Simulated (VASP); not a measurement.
# Mo (Fm-3m) in VASP: a series of runs, part 2 of 2

VASP 6.6.1.

### 4 Single point, RPBE (18.22 Å³/atom)

This run uses another cell than the first one, of 18.22 Å³/atom.

INCAR reads:

```
  ALGO = Normal
  EDIFF = 1E-6
  ENCUT = 520
  GGA = RP
  ISIF = 2
  ISMEAR = -1
  LASPH = T
  LCHARG = F
  LREAL = F
  LWAVE = F
  NBANDS = 13
  NELM = 80
  PREC = Accurate
  SIGMA = 0.1
```

KPOINTS reads:

```
k-points
0
Gamma
  15 15 15
```

POSCAR reads:

```
Mo
1.0
    0.0000000000      2.0885208722      2.0885208722
    2.0885208722      0.0000000000      2.0885208722
    2.0885208722      2.0885208722      0.0000000000
Mo
1
Direct
    0.0000000000      0.0000000000      0.0000000000
```

Potentials or basis: VASP PAW PBE potentials, release 64 (Mo_sv).

On the command line:

```
$ cat potpaw_PBE.64/Mo_sv/POTCAR > POTCAR
$ mpirun -np 1 vasp_std > vasp.out
```

OUTCAR:

```text
EDIFF = 1E-6
   ENCUT = 520
   GGA = RP
   ISIF = 2
   ISMEAR = -1
   LASPH = T
   LREAL = F
   NELM = 80
   PREC = Accurate

 ion  position               nearest neighbor table
   1  0.000  0.000  0.000-

  LATTYP: Found a face centered cubic cell.
 ALAT       =     4.1770417444

  Lattice vectors:

 A1 = (   0.0000000000,   2.0885208722,   2.0885208722)
 A2 = (   2.0885208722,   0.0000000000,   2.0885208722)
 A3 = (   2.0885208722,   2.0885208722,   0.0000000000)

Analysis of symmetry for initial positions (statically):
=====================================================================
 Subroutine PRICEL returns:
 Original cell was already a primitive cell.

 Routine SETGRP: Setting up the symmetry group for a
 face centered cubic supercell.

 Subroutine GETGRP returns: Found 48 space group operations
 (whereof 48 operations were pure point group operations)
 out of a pool of 48 trial point group operations.

The static configuration has the point symmetry O_h .

Analysis of symmetry for dynamics (positions and initial velocities):
=====================================================================
 Subroutine PRICEL returns:
 Original cell was already a primitive cell.

 Routine SETGRP: Setting up the symmetry group for a
 face centered cubic supercell.

 Subroutine GETGRP returns: Found 48 space group operations
 (whereof 48 operations were pure point group operations)
 out of a pool of 48 trial point group operations.

The dynamic configuration has the point symmetry O_h .

 Subroutine INISYM returns: Found 48 space group operations
 (whereof 48 operations are pure point group operations),
 and found     1 'primitive' translations

----------------------------------------------------------------------------------------

                                     Primitive cell

  volume of cell :      18.2199

  direct lattice vectors                    reciprocal lattice vectors
[... 113 lines left out ...]
   IVDW    =     0    specifies the selected vdW correction
   LEPSILON=     F    determine dielectric tensor
   LRPA    =     F    only Hartree local field effects (RPA)
 non-spin polarized calculation
  energy-cutoff  :      520.00
  volume of cell :       18.22
 maximum number of plane-waves:       531
 NGX is ok and might be reduce to    24
   NGX = 11   NGY = 11   NGZ = 11

 number of electron      14.0000000 magnetization

 Free energy of the ion-electron system (eV)
  ---------------------------------------------------
  ext. energy  EPLUGINS =         0.00000000
  ---------------------------------------------------
  free energy    TOTEN  =        -9.83256234 eV

  energy without entropy =       -9.78222845  energy(sigma->0) =       -9.80739539

 E-fermi :  10.0057     XC(G=0): -12.4579

 val. band max:        9.9967013188   @ k =   0.4667   0.3333   0.0667
 cond. band min:      10.0248487040   @ k =   0.4000   0.1333   0.0000
 fundamental gap:      0.0281473852
 Fermi energy:        10.0057050928

 k-point     1 :       0.0000    0.0000    0.0000
  band No.  band energies     occupation
      1     -50.8335      2.00000
      2     -24.3973      2.00000
      3     -24.3973      2.00000
      4     -24.3973      2.00000
      5       3.6978      2.00000
      6       9.4358      1.99332
      7       9.4358      1.99332
      8       9.4358      1.99332
      9      11.6523      0.00000
     10      11.6523      0.00000
     11      22.9575      0.00000
     12      27.6363      0.00000
     13      27.6363      0.00000
[... 354 lines left out ...]
  band No.  band energies     occupation
      1     -50.7876      2.00000
      2     -24.6405      2.00000
      3     -24.4750      2.00000
      4     -24.4679      2.00000
      5       4.9910      2.00000
      6       8.4954      2.00000
      7      10.0465      0.79866
      8      10.1406      0.41222
      9      10.7757      0.00090
     10      12.0194      0.00000
     11      25.2099      0.00000
     12      25.5302      0.00000
     13      28.0918      0.00000

 [... further k-points ...]

------------------------ aborting loop because EDIFF is reached ----------------------------------------

  FORCE on cell =-STRESS in cart. coord.  units (eV):
  Direction    XX          YY          ZZ          XY          YZ          ZX
  --------------------------------------------------------------------------------------
  -------------------------------------------------------------------------------------
  Total       -2.2747399     -2.2747399     -2.2747399      0.0000000     -0.0000000      0.0000000
  in kB     -200.0303360   -200.0303360   -200.0303360      0.0000000     -0.0000000      0.0000000
  external PRESSURE =    -200.0303360 kB  Pullay stress =       0.0000000 kB

 VOLUME and BASIS-vectors are now :
 -----------------------------------------------------------------------------
  energy-cutoff  :      520.00
  volume of cell :       18.22
      direct lattice vectors                 reciprocal lattice vectors
     0.000000000  2.088520872  2.088520872    -0.239403880  0.239403880  0.239403880
     2.088520872  0.000000000  2.088520872     0.239403880 -0.239403880  0.239403880
     2.088520872  2.088520872  0.000000000     0.239403880  0.239403880 -0.239403880

 POSITION                                       TOTAL-FORCE (eV/Angst)
 -----------------------------------------------------------------------------------
      0.00000      0.00000      0.00000         0.000000      0.000000      0.000000
 -----------------------------------------------------------------------------------
    total drift:                                0.000000      0.000000      0.000000

  FREE ENERGIE OF THE ION-ELECTRON SYSTEM (eV)
  ---------------------------------------------------
  free  energy   TOTEN  =        -9.8325623371 eV

  energy  without entropy=       -9.7822284498  energy(sigma->0) =       -9.80739539
```

OSZICAR:

```text
N       E                     dE             d eps       ncg     rms          rms(c)
DAV:   1     0.915246652809E+02    0.91525E+02   -0.79659E+03  3130   0.109E+03
DAV:   2    -0.929627284653E+01   -0.10082E+03   -0.97209E+02  3580   0.301E+02
DAV:   3    -0.105063215724E+02   -0.12100E+01   -0.12028E+01  3420   0.329E+01
DAV:   4    -0.105092654290E+02   -0.29439E-02   -0.29438E-02  3525   0.200E+00
DAV:   5    -0.105092873194E+02   -0.21890E-04   -0.21889E-04  3540   0.152E-01    0.966E+00
DAV:   6    -0.989471184009E+01    0.61458E+00   -0.88162E-01  3160   0.109E+01    0.217E+00
DAV:   7    -0.983488827291E+01    0.59824E-01   -0.11934E-01  3525   0.377E+00    0.951E-01
DAV:   8    -0.983242403819E+01    0.24642E-02   -0.47156E-03  3170   0.878E-01    0.174E-01
DAV:   9    -0.983254206437E+01   -0.11803E-03   -0.17292E-04  3630   0.165E-01    0.595E-02
DAV:  10    -0.983256208062E+01   -0.20016E-04   -0.21696E-05  3215   0.513E-02    0.622E-03
DAV:  11    -0.983256233711E+01   -0.25650E-06   -0.17123E-07  2040   0.384E-03
   1 F= -.98325623E+01 E0= -.98073954E+01  d E =-.503339E-01
```

Run time: 17 s. Hardware: 1 thread of Intel Xeon Platinum 8259CL at 2.50GHz (Skylake/Cascade Lake), shared host; peak memory 0.16 GiB.

Results:

```yaml
Free_energy: -9.8326 eV
Pressure: -20.0 GPa
Band_gap_on_the_k_mesh: zero (bands 7 and 8 overlap by 3.75 eV)
```

Levels at points of the mesh, in eV from the Fermi level:
| k point | band 4 | band 5 | band 6 | band 7 | band 8 | band 9 | band 10 | band 11 |
| --- | --- | --- | --- | --- | --- | --- | --- | --- |
| (0.00, 0.00, 0.00) | -34.40 | -6.31 | -0.57 | -0.57 | -0.57 | 1.65 | 1.65 | 12.95 |

Caveat: the cell stands under tension; the PAW data sets were made with another functional, which shifts forces and pressure a little.

### 5 Relaxation of cell and atoms, RPBE

This run uses another cell than the first one, of 15.59 Å³/atom.

INCAR reads:

```
SYSTEM = Mo
PREC = Accurate
ENCUT = 600
EDIFF = 1E-6
ISMEAR = -1
SIGMA = 0.1
LREAL = .False.
LASPH = .True.
NELM = 60
ALGO = Normal
ISIF = 3
LWAVE = .False.
LCHARG = .False.
GGA = RP
IBRION = 2
NSW = 80
EDIFFG = -0.01
```

KPOINTS reads:

```
Automatic mesh
0
Gamma
  14 14 14
  0 0 0
```

POSCAR reads:

```
Mo
1.0
    0.0000000000      1.9826747602      1.9826747602
    1.9826747602      0.0000000000      1.9826747602
    1.9826747602      1.9826747602      0.0000000000
Mo
1
Direct
    0.0000000000      0.0000000000      0.0000000000
```

On the command line:

```
$ cat potpaw_PBE.64/Mo_sv/POTCAR > POTCAR
$ mpirun -np 1 vasp_std > vasp.out
```

Run time: 46 s. Hardware: 1 thread of Intel Xeon Platinum 8259CL at 2.50GHz (Skylake/Cascade Lake), shared host; peak memory 0.16 GiB.

Results (log left out):

| Property | Result |
| --- | --- |
| Free energy | -9.9621 eV |
| Relaxed volume | 16.29 Å³/atom |
| Relaxed cell | a = 2.846 Å, b = 2.846 Å, c = 2.846 Å, α = 60.00°, β = 60.00°, γ = 60.00° |
| Space group after relaxing (to 0.1 Å) | Fm-3m (No. 225) |
| Energy gained by relaxing | 23.1 meV/atom |
| Ionic steps | 4 |
| Pressure after relaxing | 0.0 GPa |
| Band gap on the k mesh | zero (bands 7 and 8 overlap by 4.58 eV) |

The path:
| step | energy change (eV) | largest force (eV/Å) | pressure (GPa) | volume (Å³) |
| --- | --- | --- | --- | --- |
| 1 | 0.0000 | 0.0000 | 10.94 | 15.59 |
| 2 | 0.0973 | 0.0000 | -19.28 | 18.11 |
| 3 | -0.0230 | 0.0000 | -0.37 | 16.32 |
| 4 | -0.0231 | 0.0000 | -0.03 | 16.29 |

Final structure:
```xyz
1
Lattice="0.0000 2.0121 2.0121 2.0121 0.0000 2.0121 2.0121 2.0121 0.0000" Properties=species:S:1:pos:R:3 pbc="T T T"
Mo    0.0000    0.0000    0.0000
```

Levels at points of the mesh, in eV from the Fermi level:
| k point | band 5 | band 6 | band 7 | band 8 | band 9 | band 10 |
| --- | --- | --- | --- | --- | --- | --- |
| (0.00, 0.00, 0.00) | -6.69 | -0.71 | -0.71 | -0.71 | 1.91 | 1.91 |
| (0.50, 0.00, 0.00) | -4.54 | -0.88 | -0.88 | 1.47 | 3.90 | 3.90 |
| (0.50, 0.50, 0.00) | -4.86 | -4.19 | 3.87 | 3.91 | 4.47 | 4.47 |

Caveat: the PAW data sets were made with another functional, which shifts forces and pressure a little.

### 6 Single point, RPBE

This run uses another cell than the first one, of 16.27 Å³/atom.

INCAR reads:

```
SYSTEM = Mo
PREC     = Accurate       ! precision mode
ENCUT    = 520            ! plane-wave cutoff, eV
EDIFF    = 1E-6           ! SCF threshold, eV
ISMEAR   = -1             ! smearing method
SIGMA    = 0.1            ! smearing width, eV
LREAL    = .False.        ! projectors in reciprocal space
LASPH    = .True.         ! aspherical terms in the spheres
NELM     = 100            ! most SCF steps
ALGO     = Normal         ! electronic algorithm
ISIF     = 2              ! what is computed and relaxed
LWAVE    = .False.        ! write WAVECAR
LCHARG   = .False.        ! write CHGCAR
GGA      = RP             ! functional
NBANDS   = 13             ! bands
```

KPOINTS reads:

```
Automatic mesh
0
Gamma
  22 22 22
  0 0 0
```

POSCAR reads:

```
Mo
1.0
    0.0000000000      2.0110960468      2.0110960468
    2.0110960468      0.0000000000      2.0110960468
    2.0110960468      2.0110960468      0.0000000000
Mo
1
Direct
    0.0000000000      0.0000000000      0.0000000000
```

Potentials or basis: VASP PAW PBE potentials, release 64 (Mo_sv).

On the command line:

```
$ cat potpaw_PBE.64/Mo_sv/POTCAR > POTCAR
$ mpirun -np 1 vasp_std > vasp.out
```

Wall time 48 s (1 thread of Intel Xeon Platinum 8259CL at 2.50GHz (Skylake/Cascade Lake), shared host); peak memory 0.19 GiB.

The run converged. Its results:

| Property | Result |
| --- | --- |
| Free energy | -9.9632 eV |
| Pressure | 0.5 GPa |
| Band gap on the k mesh | zero (bands 7 and 8 overlap by 4.59 eV) |

Levels at points of the mesh, in eV from the Fermi level:
```
           k point  band 4  band 5  band 6  band 7  band 8  band 9  band 10  band 11
(0.00, 0.00, 0.00)  -34.12   -6.68   -0.70   -0.70   -0.70    1.92     1.92    13.06
(0.50, 0.00, 0.00)  -34.28   -4.53   -0.87   -0.87    1.49    3.92     3.92    10.88
(0.50, 0.50, 0.00)  -34.56   -4.86   -4.19    3.89    3.93    4.49     4.49    12.36
```

Caveat: the PAW data sets were made with another functional, which shifts forces and pressure a little.

### 7 Overview

```csv
task,cell,k mesh,cutoff (eV),gap on the mesh (eV),pressure (GPa)
single point,"a = 2.882 Å, angles 60.0°, 1 atom",15 × 15 × 15,520,none,-7.7
single point,"a = 2.918 Å, angles 60.0°, 1 atom",15 × 15 × 15,520,none,-14.5
single point,"a = 2.954 Å, angles 60.0°, 1 atom",15 × 15 × 15,520,none,-20.0
relaxation of cell and atoms,"relaxed from a = 2.804 Å, angles 60.0°, 1 atom",14 × 14 × 14,600,none,0.0
single point,"a = 2.844 Å, angles 60.0°, 1 atom",22 × 22 × 22,520,none,0.5
```

Alike in all rows: level RPBE; potentials or basis VASP PAW PBE potentials, release 64 (Mo_sv); no spin polarisation; smearing fermi-dirac 0.1 eV.

Caveats: the PAW data sets were made with another functional, which shifts forces and pressure a little; the cell stands under tension (at least some runs).

Total energies depend on the potentials used, so only differences within one code and one set of settings carry meaning.
